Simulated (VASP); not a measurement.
Here is a VASP 6.6.1 calculation.

INCAR

```
SYSTEM = SrAlO
  ALGO = Normal
  EDIFF = 1E-6
  EDIFFG = -0.04
  ENCUT = 600
  GGA = PE
  IBRION = 2
  ISIF = 3
  ISMEAR = 0
  LASPH = .True.
  LCHARG = .False.
  LREAL = .False.
  LWAVE = .False.
  NELM = 100
  NSW = 90
  PREC = Accurate
  SIGMA = 0.1
```

Contents of KPOINTS:

```
k-points
0
Gamma
  6 6 4
  0 0 0
```

POSCAR

```
SrAlO
1.0
    3.7238971000      0.0000000000      0.0000000000
    0.0000000000      3.7238971000      0.0000000000
    0.0000000000      0.0000000000      6.7330480600
Sr Al O
2 2 2
Direct
    0.5000000000      0.0000000000      0.6284949800
    0.0000000000      0.5000000000      0.3715050200
    0.5000000000      0.0000000000      0.1853950000
    0.0000000000      0.5000000000      0.8146050000
    0.5000000000      0.5000000000      0.0000000000
    0.0000000000      0.0000000000      0.0000000000
```

Potentials or basis: VASP PAW PBE potentials, release 64 (Sr_sv, Al, O).

Launch:

```sh
$ cat potpaw_PBE.64/Sr_sv/POTCAR potpaw_PBE.64/Al/POTCAR potpaw_PBE.64/O/POTCAR > POTCAR
$ mpirun -np 1 vasp_std > vasp.out
```

Q: Estimate the relaxed cell.

A: a = 3.627 Å, b = 3.627 Å, c = 9.566 Å, α = 90.00°, β = 90.00°, γ = 90.00°.

Q: Predict the band gap on the k mesh.

A: Zero (bands 19 and 20 overlap by 1.41 eV).

Q: Estimate the relaxed volume.

A: 20.98 Å³/atom.

Q: What does it give for the space group after relaxing (to 0.1 Å)?

A: P4/nmm (No. 129).

The path:
```tsv
step	energy change (eV)	largest force (eV/Å)	pressure (GPa)	volume (Å³)
1	0.0000	6.0612	11.33	93.37
2	-2.6489	0.9664	-0.62	108.76
3	-2.6610	0.7355	-0.97	109.91
4	-2.9331	0.4992	0.22	108.98
5	-3.1859	0.3593	4.17	106.96
6	-3.1376	1.1826	17.25	101.51
7	-3.2612	0.5923	11.16	104.08
8	-3.3847	0.5551	10.94	105.11
9	-3.7487	0.5553	10.10	108.11
10	-4.2476	1.1202	8.86	113.68
11	-3.4518	3.3878	8.21	123.16
12	-4.2368	1.8821	8.80	116.48
13	-4.5105	1.2873	4.71	121.29
14	-4.6663	0.4570	-1.37	130.26
15	-4.6693	0.4819	-0.71	129.16
16	-4.6833	0.4595	-0.60	128.70
17	-4.7149	0.3887	-0.26	127.31
18	-4.7267	0.4064	0.51	124.56
19	-4.7307	0.2861	0.23	125.49
20	-4.7418	0.1993	0.18	125.53
21	-4.7505	0.0315	0.10	125.60
22	-4.7512	0.0273	-0.02	125.87
```

Caveat: the volume moved by over 15 % at a fixed basis, so the end points are rough.
